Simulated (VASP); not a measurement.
# PbS (P-6m2) in VASP: further runs

The runs below take PbS through single point, with PBE.

Program: VASP 6.6.1. These are calculated values, not measurements. Logs are shortened: lines on timing, memory, paths and dates and some standing lists are left out, and cuts for length are marked.

## (1) The cell of the first run

Symmetry: P-6m2, No. 187, hexagonal system. Conventional cell: a = 4.090 Å, b = 4.090 Å, c = 3.788 Å, α = 90.00°, β = 90.00°, γ = 120.00°. Pb (site symmetry -6m2) has 6 S at 3.03 Å and 2 Pb at 3.79 Å within 4.0 Å. S (site symmetry -6m2) has 6 Pb at 3.03 Å and 2 S at 3.79 Å within 4.0 Å.

## (2) Single point, PBE

INCAR

```
  ALGO = Normal
  EDIFF = 1E-6
  ENCUT = 520
  GGA = PE
  ISIF = 2
  ISMEAR = -1
  LASPH = True
  LCHARG = True
  LELF = True
  LREAL = False
  LVHAR = True
  LWAVE = False
  NBANDS = 17
  NELM = 100
  PREC = Accurate
  SIGMA = 0.05
```

KPOINTS

```
k-points
0
Gamma
  6 6 6
```

POSCAR

```
PbS
1.0
    4.0896976867      0.0000000000      0.0000000000
   -2.0448488433      3.5417820905      0.0000000000
    0.0000000000      0.0000000000      3.7881670000
Pb S
1 1
Direct
    0.0000000000      0.0000000000      0.0000000000
    0.6666666667      0.3333333333      0.5000000000
```

Potentials or basis: VASP PAW PBE potentials, release 64 (Pb_d, S).

The run is started by

```bash
cat potpaw_PBE.64/Pb_d/POTCAR potpaw_PBE.64/S/POTCAR > POTCAR
mpirun -np 1 vasp_std > vasp.out
```

OUTCAR:

```text
EDIFF = 1E-6
   ENCUT = 520
   GGA = PE
   ISIF = 2
   ISMEAR = -1
   LASPH = True
   LREAL = False
   NELM = 100
   PREC = Accurate

 ion  position               nearest neighbor table
   1  0.000  0.000  0.000-   2 3.03   2 3.03   2 3.03   2 3.03   2 3.03   2 3.03
   2  0.667  0.333  0.500-   1 3.03   1 3.03   1 3.03   1 3.03   1 3.03   1 3.03

  LATTYP: Found a hexagonal cell.
 ALAT       =     4.0896976867
 C/A-ratio  =     0.9262706660

  Lattice vectors:

 A1 = (   4.0896976867,   0.0000000000,   0.0000000000)
 A2 = (  -2.0448488433,   3.5417820905,   0.0000000000)
 A3 = (   0.0000000000,   0.0000000000,   3.7881670000)

Analysis of symmetry for initial positions (statically):
=====================================================================
 Subroutine PRICEL returns:
 Original cell was already a primitive cell.

 Routine SETGRP: Setting up the symmetry group for a
 hexagonal supercell.

 Subroutine GETGRP returns: Found 12 space group operations
 (whereof 12 operations were pure point group operations)
 out of a pool of 24 trial point group operations.

The static configuration has the point symmetry D_3h.

Analysis of symmetry for dynamics (positions and initial velocities):
=====================================================================
 Subroutine PRICEL returns:
 Original cell was already a primitive cell.

 Routine SETGRP: Setting up the symmetry group for a
 hexagonal supercell.

 Subroutine GETGRP returns: Found 12 space group operations
 (whereof 12 operations were pure point group operations)
 out of a pool of 24 trial point group operations.

The dynamic configuration has the point symmetry D_3h.

 Subroutine INISYM returns: Found 12 space group operations
 (whereof 12 operations are pure point group operations),
 and found     1 'primitive' translations

----------------------------------------------------------------------------------------

                                     Primitive cell

  volume of cell :      54.8709

  direct lattice vectors                    reciprocal lattice vectors
     4.089697687  0.000000000  0.000000000     0.244516851  0.141171870  0.000000000
    -2.044848843  3.541782090  0.000000000     0.000000000  0.282343740  0.000000000
     0.000000000  0.000000000  3.788167000     0.000000000  0.000000000  0.263979914

  length of vectors
     4.089697687  4.089697687  3.788167000     0.282343740  0.282343740  0.263979914

  position of ions in fractional coordinates (direct lattice)
     0.000000000  0.000000000  0.000000000
     0.666666667  0.333333333  0.500000000

  ion indices of the primitive-cell ions
   primitive index   ion index
                 1           1
                 2           2

----------------------------------------------------------------------------------------

 KPOINTS: k-points

Automatic generation of k-mesh.
 Grid dimensions read from file:
 generate k-points for:    6    6    6

 Generating k-lattice:

  Cartesian coordinates                     Fractional coordinates (reciprocal lattice)
     0.040752809  0.023528645  0.000000000     0.166666667  0.000000000  0.000000000
     0.000000000  0.047057290  0.000000000     0.000000000  0.166666667  0.000000000
     0.000000000  0.000000000  0.043996652     0.000000000  0.000000000  0.166666667

  Length of vectors
     0.047057290  0.047057290  0.043996652

  Shift w.r.t. Gamma in fractional coordinates (k-lattice)
     0.000000000  0.000000000  0.000000000

 Subroutine IBZKPT returns following result:
 ===========================================

 Found     28 irreducible k-points:

 Following reciprocal coordinates:
            Coordinates               Weight
  0.000000  0.000000  0.000000      1.000000
  0.166667  0.000000  0.000000      6.000000
  0.333333 -0.000000  0.000000      6.000000
  0.500000  0.000000  0.000000      3.000000
  0.166667  0.166667  0.000000      6.000000
  0.333333  0.166667  0.000000     12.000000
[... 16 lines left out ...]
  0.166667  0.000000  0.500000      6.000000
  0.333333 -0.000000  0.500000      6.000000
 [... further k-points ...]
   k-points           NKPTS =     28   k-points in BZ     NKDIM =     28   number of bands    NBANDS=     17
   number of dos      NEDOS =    301   number of ions     NIONS =      2
   total plane-waves  NPLWV =  25200
   dimension x,y,z NGX =    30 NGY =   30 NGZ =   28
   dimension x,y,z NGXF=    60 NGYF=   60 NGZF=   56
   ions per type =               1   1
   NGX,Y,Z   is equivalent  to a cutoff of  12.19, 12.19, 12.29 a.u.
   NGXF,Y,Z  is equivalent  to a cutoff of  24.39, 24.39, 24.58 a.u.
 SYSTEM =  unknown system
   PREC   = accura    normal or accurate (medium, high low for compatibility)
   ISTART =      0    job   : 0-new  1-cont  2-samecut
   ICHARG =      2    charge: 1-file 2-atom 10-const
   ISPIN  =      1    spin polarized calculation?
   LNONCOLLINEAR =      F non collinear calculations
   LSORBIT =      F    spin-orbit coupling
   LASPH  =      T    aspherical Exc in radial PAW
   ENCUT  =  520.0 eV  38.22 Ry    6.18 a.u.   7.60  7.60  7.04*2*pi/ulx,y,z
   NELM   =    100;   NELMIN=  2; NELMDL= -5     # of ELM steps
   EDIFF  = 0.1E-05   stopping-criterion for ELM
   LREAL  =      F    real-space projection
   EDIFFG = 0.1E-04   stopping-criterion for IOM
   NSW    =      0    number of steps for IOM
   IBRION =     -1    ionic relax: 0-MD 1-quasi-New 2-CG
   NFREE  =      0    steps in history (QN), initial steepest desc. (CG)
   ISIF   =      2    stress and relaxation
   ISYM   =      2    0-nonsym 1-usesym 2-fastsym
   POTIM  = 0.5000    time-step for ionic-motion
   TEBEG  =    0.0;   TEEND  =   0.0 temperature during run
   PSTRESS=    0.0 pullay stress
   NELECT =      20.0000    total number of electrons
   NUPDOWN=      -1.0000    fix difference up-down
   EMIN   =  10.00;   EMAX   =-10.00  energy-range for DOS
   EFERMI =   0.00;   METHOD = LEGACY
   ISMEAR =    -1;   SIGMA  =   0.05  broadening in eV -4-tet -1-fermi 0-gaus
   EFERMI_NEDOS =   21; number of points for ismear=-14 and -15
   IALGO  =     38    algorithm
   IMIX   =      4    mixing-type and parameters
     AMIX     =   0.40;   BMIX     =  1.00
     AMIX_MAG =   1.60;   BMIX_MAG =  1.00
  volume/ion in A,a.u.               =      27.44       185.14
  Fermi-wavevector in a.u.,A,eV,Ry     =   1.169421  2.209885 18.606576  1.367545
  Thomas-Fermi vector in A             =   2.305894
   LORBIT       =      0    0 simple, 1 ext, 2 COOP (PROOUT), +10 PAW based schemes
   GGA     = PE    functional components
   LHFCALC =     F    Hartree Fock is set to
   AEXX    =    0.0000 exact exchange contribution
   IVDW    =     0    specifies the selected vdW correction
   LEPSILON=     F    determine dielectric tensor
   LRPA    =     F    only Hartree local field effects (RPA)
 non-spin polarized calculation
  energy-cutoff  :      520.00
  volume of cell :       54.87
 maximum number of plane-waves:      1506
   NGX = 15   NGY = 15   NGZ = 15

 number of electron      19.9999998 magnetization

 Free energy of the ion-electron system (eV)
  ---------------------------------------------------
  ext. energy  EPLUGINS =         0.00000000
  ---------------------------------------------------
  free energy    TOTEN  =        -8.52916924 eV

  energy without entropy =       -8.52840846  energy(sigma->0) =       -8.52878885

 E-fermi :   5.2212     XC(G=0):  -9.4404

 val. band max:        5.1950682003   @ k =   0.0000   0.0000   0.5000
 cond. band min:       5.2947330372   @ k =   0.3333   0.3333   0.0000
 fundamental gap:      0.0996648368
 Fermi energy:         5.2212207182

 k-point     1 :       0.0000    0.0000    0.0000
  band No.  band energies     occupation
      1     -11.7133      2.00000
      2     -11.6907      2.00000
      3     -11.6907      2.00000
      4     -11.5917      2.00000
      5     -11.5917      2.00000
      6      -7.9751      2.00000
[... 9 lines left out ...]
     16      16.2420      0.00000
     17      16.3318      0.00000

 k-point     2 :       0.1667    0.0000    0.0000
  band No.  band energies     occupation
      1     -11.7082      2.00000
      2     -11.6948      2.00000
      3     -11.6750      2.00000
      4     -11.5998      2.00000
      5     -11.5934      2.00000
      6      -7.7637      2.00000
[... 9 lines left out ...]
     16      15.2035      0.00000
     17      15.8555      0.00000

 k-point     3 :       0.3333   -0.0000    0.0000
  band No.  band energies     occupation
      1     -11.7190      2.00000
      2     -11.6824      2.00000
      3     -11.6434      2.00000
      4     -11.6159      2.00000
      5     -11.5969      2.00000
      6      -7.2405      2.00000
[... 9 lines left out ...]
     16      15.9245      0.00000
     17      16.2593      0.00000

 k-point     4 :       0.5000    0.0000    0.0000
  band No.  band energies     occupation
      1     -11.7269      2.00000
      2     -11.6739      2.00000
      3     -11.6274      2.00000
      4     -11.6238      2.00000
      5     -11.5987      2.00000
      6      -6.8901      2.00000
[... 9 lines left out ...]
     16      16.3463      0.00000
     17      16.3935      0.00000

 k-point     5 :       0.1667    0.1667    0.0000
  band No.  band energies     occupation
      1     -11.7022      2.00000
      2     -11.6970      2.00000
      3     -11.6539      2.00000
      4     -11.6104      2.00000
      5     -11.5975      2.00000
      6      -7.3904      2.00000
[... 9 lines left out ...]
     16      15.5897      0.00000
     17      15.7416      0.00000

 k-point     6 :       0.3333    0.1667    0.0000
  band No.  band energies     occupation
      1     -11.7095      2.00000
      2     -11.6791      2.00000
      3     -11.6399      2.00000
      4     -11.6201      2.00000
      5     -11.6025      2.00000
      6      -6.9045      2.00000
[... 9 lines left out ...]
     16      14.7808      0.00000
     17      16.4434      0.00000
[... 281 lines left out ...]
 k-point    21 :       0.3333    0.3333    0.3333
  band No.  band energies     occupation
      1     -11.7020      2.00000
      2     -11.6595      2.00000
      3     -11.6525      2.00000
      4     -11.6500      2.00000
      5     -11.5845      2.00000
      6      -6.3189      2.00000
[... 9 lines left out ...]
     16      16.5709      0.00000
     17      17.4064      0.00000

 k-point    22 :       0.0000    0.0000    0.5000
  band No.  band energies     occupation
      1     -11.6822      2.00000
      2     -11.6822      2.00000
      3     -11.6372      2.00000
      4     -11.6372      2.00000
      5     -11.5952      2.00000
      6      -6.8737      2.00000
[... 9 lines left out ...]
     16      13.9289      0.00000
     17      13.9289      0.00000

 k-point    23 :       0.1667    0.0000    0.5000
  band No.  band energies     occupation
      1     -11.6853      2.00000
      2     -11.6675      2.00000
      3     -11.6599      2.00000
      4     -11.6402      2.00000
      5     -11.5851      2.00000
      6      -6.7300      2.00000
[... 9 lines left out ...]
     16      14.0187      0.00000
     17      15.0529      0.00000

 k-point    24 :       0.3333   -0.0000    0.5000
  band No.  band energies     occupation
      1     -11.7032      2.00000
      2     -11.6934      2.00000
      3     -11.6462      2.00000
      4     -11.6378      2.00000
      5     -11.5632      2.00000
      6      -6.4209      2.00000
[... 9 lines left out ...]
     16      15.7378      0.00000
     17      17.4426      0.00000

 [... further k-points ...]
[... 5 lines left out ...]
  --------------------------------------------------------------------------------------
  -------------------------------------------------------------------------------------
  Total       -0.1140932     -0.1140932     -0.0315743     -0.0000000      0.0000000      0.0000000
  in kB       -3.3314118     -3.3314118     -0.9219397     -0.0000000      0.0000000      0.0000000
  external PRESSURE =      -2.5282544 kB  Pullay stress =       0.0000000 kB

 VOLUME and BASIS-vectors are now :
 -----------------------------------------------------------------------------
  energy-cutoff  :      520.00
  volume of cell :       54.87
      direct lattice vectors                 reciprocal lattice vectors
     4.089697687  0.000000000  0.000000000     0.244516851  0.141171870  0.000000000
    -2.044848843  3.541782090  0.000000000     0.000000000  0.282343740  0.000000000
     0.000000000  0.000000000  3.788167000     0.000000000  0.000000000  0.263979914

 POSITION                                       TOTAL-FORCE (eV/Angst)
 -----------------------------------------------------------------------------------
      0.00000      0.00000      0.00000        -0.000000     -0.000000      0.000000
      2.04485      1.18059      1.89408         0.000000      0.000000      0.000000
 -----------------------------------------------------------------------------------
    total drift:                               -0.000000      0.000000      0.000000

  FREE ENERGIE OF THE ION-ELECTRON SYSTEM (eV)
  ---------------------------------------------------
  free  energy   TOTEN  =        -8.5291692360 eV

  energy  without entropy=       -8.5284084640  energy(sigma->0) =       -8.52878885
```

Run time: 22 s. Hardware: 1 thread of Intel Xeon Platinum 8488C (Sapphire Rapids), shared host; peak memory 0.17 GiB.

What came out:

```
Free energy            : -8.5292 eV
Pressure               : -0.3 GPa
Band gap on the k mesh : zero (band 10 reaches 5.29 eV, above the bottom of band 11 at 4.86 eV)
```

Caveat: spin-orbit coupling is left out, which moves the levels of the heavy elements.

## (3) Single point, PBE

INCAR

```
SYSTEM = PbS
PREC = Accurate
ENCUT = 520
EDIFF = 1E-6
ISMEAR = -1
SIGMA = 0.05
LREAL = .False.
LASPH = .True.
NELM = 100
ALGO = Normal
ISIF = 2
LWAVE = .False.
LCHARG = .True.
GGA = PE
LELF = .True.
LVHAR = .True.
NBANDS = 17
```

KPOINTS

```
regular mesh
0
Gamma
  6 6 6
  0 0 0
```

POSCAR is that of step 2.

Potentials or basis: VASP PAW PBE potentials, release 64 (Pb_d, S).

The run is started by

```bash
cat potpaw_PBE.64/Pb_d/POTCAR potpaw_PBE.64/S/POTCAR > POTCAR
mpirun -np 1 vasp_std > vasp.out
```

OUTCAR:

```text
SYSTEM = PbS
   PREC = Accurate
   ENCUT = 520
   EDIFF = 1E-6
   ISMEAR = -1
   LREAL = .False.
   LASPH = .True.
   NELM = 100
   ISIF = 2
   GGA = PE

 ion  position               nearest neighbor table
   1  0.000  0.000  0.000-   2 3.03   2 3.03   2 3.03   2 3.03   2 3.03   2 3.03
   2  0.667  0.333  0.500-   1 3.03   1 3.03   1 3.03   1 3.03   1 3.03   1 3.03

  LATTYP: Found a hexagonal cell.
 ALAT       =     4.0896976867
 C/A-ratio  =     0.9262706660

  Lattice vectors:
[... 190 lines left out ...]
      4     -11.5917      2.00000
      5     -11.5917      2.00000
      6      -7.9751      2.00000
[... 457 lines left out ...]
      4     -11.6378      2.00000
      5     -11.5632      2.00000
      6      -6.4209      2.00000
[... 9 lines left out ...]
     16      15.7378      0.00000
     17      17.4426      0.00000

 [... further k-points ...]
[... 5 lines left out ...]
  --------------------------------------------------------------------------------------
  -------------------------------------------------------------------------------------
  Total       -0.1140932     -0.1140932     -0.0315743     -0.0000000      0.0000000      0.0000000
  in kB       -3.3314118     -3.3314118     -0.9219397     -0.0000000      0.0000000      0.0000000
  external PRESSURE =      -2.5282544 kB  Pullay stress =       0.0000000 kB

 VOLUME and BASIS-vectors are now :
 -----------------------------------------------------------------------------
  energy-cutoff  :      520.00
  volume of cell :       54.87
      direct lattice vectors                 reciprocal lattice vectors
     4.089697687  0.000000000  0.000000000     0.244516851  0.141171870  0.000000000
    -2.044848843  3.541782090  0.000000000     0.000000000  0.282343740  0.000000000
     0.000000000  0.000000000  3.788167000     0.000000000  0.000000000  0.263979914

 POSITION                                       TOTAL-FORCE (eV/Angst)
 -----------------------------------------------------------------------------------
      0.00000      0.00000      0.00000        -0.000000     -0.000000      0.000000
      2.04485      1.18059      1.89408         0.000000      0.000000      0.000000
 -----------------------------------------------------------------------------------
    total drift:                               -0.000000      0.000000      0.000000

  FREE ENERGIE OF THE ION-ELECTRON SYSTEM (eV)
  ---------------------------------------------------
  free  energy   TOTEN  =        -8.5291692360 eV

  energy  without entropy=       -8.5284084640  energy(sigma->0) =       -8.52878885
```

stdout:

```text
POSCAR found type information on POSCAR PbS
 POSCAR found :  2 types and       2 ions
 scaLAPACK will be used
 LDA part: xc-table for (Slater+PW92), standard interpolation
 POSCAR, INCAR and KPOINTS ok, starting setup
 FFT: planning ... GRIDC
 FFT: planning ... GRID_SOFT
 FFT: planning ... GRID
 WAVECAR not read
 entering main loop
```

Wall time 14 s (1 thread of Intel Xeon 6975P-C, shared host); peak memory 0.18 GiB.

Results:

```yaml
Free_energy: -8.5292 eV
Pressure: -0.3 GPa
Band_gap_on_the_k_mesh: zero (band 10 reaches 5.29 eV, above the bottom of band 11 at 4.86 eV)
```

Levels at points of the mesh, in eV from the Fermi level:
| k point | band 8 | band 9 | band 10 | band 11 | band 12 | band 13 |
| --- | --- | --- | --- | --- | --- | --- |
| (0.00, 0.00, 0.00) | -2.20 | -1.72 | -1.72 | 3.42 | 3.42 | 5.24 |
| (0.50, 0.00, 0.00) | -2.73 | -1.84 | -1.22 | 1.88 | 3.90 | 5.23 |
| (0.00, 0.00, 0.50) | -1.14 | -1.14 | -0.03 | 0.85 | 3.83 | 3.83 |
| (0.50, 0.00, 0.50) | -4.10 | -4.06 | -1.47 | 2.10 | 2.74 | 2.77 |

Caveat: spin-orbit coupling is left out, which moves the levels of the heavy elements.

[end of part 1 of 2]
